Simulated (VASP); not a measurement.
Wanted: the native input for a VASP 6.6.1 run.

| Item | Value |
| --- | --- |
| Task | single point |
| Functional | PBEsol |
| Potentials or basis | VASP PAW PBE potentials, release 64 (Sn_d, O) |
| Cutoff | 520 eV |
| k mesh | 10 × 10 × 4 |
| Occupations | gaussian, width 0.02 eV |
| Spin | no spin polarisation |
| Dipole correction | no |
| Further INCAR settings | ALGO = Normal; EDIFF = 1e-06; NBANDS = 50 |

The structure of SnO lies in POSCAR:

```
SnO
1.0
    2.6910355913     -2.6910354124      0.0000000000
    2.6910355913      2.6910354124      0.0000000000
    0.0000000000      0.0000000000      9.5046878980
Sn O
4 4
Direct
    0.7499958839      0.2500041161      0.8712129996
    0.2500041161      0.7499958839      0.1287870004
    0.7500041161      0.2499958839      0.3712129996
    0.2499958839      0.7500041161      0.6287870004
    0.2500006005      0.2499993995      0.2500000000
    0.7499993995      0.7500006005      0.7500000000
    0.2499993995      0.2500006005      0.7500000000
    0.7500006005      0.7499993995      0.2500000000
```

These files were run (other wordings do the same):

INCAR

```
ALGO = Normal
EDIFF = 1E-6
ENCUT = 520
GGA = PS
ISIF = 2
ISMEAR = 0
LASPH = T
LCHARG = F
LREAL = F
LWAVE = F
NBANDS = 50
NELM = 100
PREC = Accurate
SIGMA = 0.02
```

KPOINTS

```
k-points
0
Gamma
  10 10 4
```

Potentials or basis: VASP PAW PBE potentials, release 64 (Sn_d, O).

Command:

```console
$ cat potpaw_PBE.64/Sn_d/POTCAR potpaw_PBE.64/O/POTCAR > POTCAR
$ mpirun -np 1 vasp_std > vasp.out
```

Results of the run:

```
Pressure               : 0.2 GPa
Largest force          : 0.086 eV/Å
Band gap on the k mesh : zero (bands 40 and 41 overlap by 0.09 eV)
```

Caveat: semilocal functionals underestimate gaps, so a narrow gap can read as zero; the PAW data sets were made with another functional, which shifts forces and pressure a little; spin-orbit coupling is left out, which moves the levels of the heavy elements.

Wall time 8.3 min on 1 thread of Intel(R) Xeon(R) Platinum 8259CL CPU @ 2.50GHz (Skylake/Cascade Lake), with other jobs on the host, peak memory 0.54 GiB.
